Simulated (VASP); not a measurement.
Set up this calculation in VASP 6.6.1, as the native input.

```yaml
Task: single point
Functional: PBE
Potentials_or_basis: VASP PAW PBE potentials, release 64 (In_d)
Cutoff: 520 eV
k_mesh: 13 × 13 × 13
Occupations: methfessel-paxton, width 0.1 eV
Spin: no spin polarisation
Dipole_correction: no
Further_INCAR_settings: ALGO = Normal; EDIFF = 1e-06; NBANDS = 12
```

The structure of In lies in POSCAR:

```
In
1.0
   -1.6254700000      1.6254700000      2.4737000000
    1.6254700000     -1.6254700000      2.4737000000
    1.6254700000      1.6254700000     -2.4737000000
In
1
Direct
    0.0000000000      0.0000000000      0.0000000000
```

One way to write it, as run:

INCAR

```
SYSTEM = In
ALGO     = Normal         ! electronic algorithm
EDIFF    = 1E-6           ! SCF threshold, eV
ENCUT    = 520            ! plane-wave cutoff, eV
GGA      = PE             ! functional
ISIF     = 2              ! what is computed and relaxed
ISMEAR   = 1              ! smearing method
LASPH    = .TRUE.         ! aspherical terms in the spheres
LCHARG   = .FALSE.        ! write CHGCAR
LREAL    = .FALSE.        ! projectors in reciprocal space
LWAVE    = .FALSE.        ! write WAVECAR
NBANDS   = 12             ! bands
NELM     = 60             ! most SCF steps
PREC     = Accurate       ! precision mode
SIGMA    = 0.1            ! smearing width, eV
```

KPOINTS

```
k-points
0
G
  13 13 13
  0 0 0
```

Potentials or basis: VASP PAW PBE potentials, release 64 (In_d).

Command:

```sh
$ cat potpaw_PBE.64/In_d/POTCAR > POTCAR
$ mpirun -np 1 vasp_std > vasp.out
```

It gave:

```yaml
Pressure: 2.0 GPa
```

Run time: 24 s on 1 thread of Intel(R) Xeon(R) 6975P-C (Granite Rapids), on a shared host, peak memory 0.19 GiB.
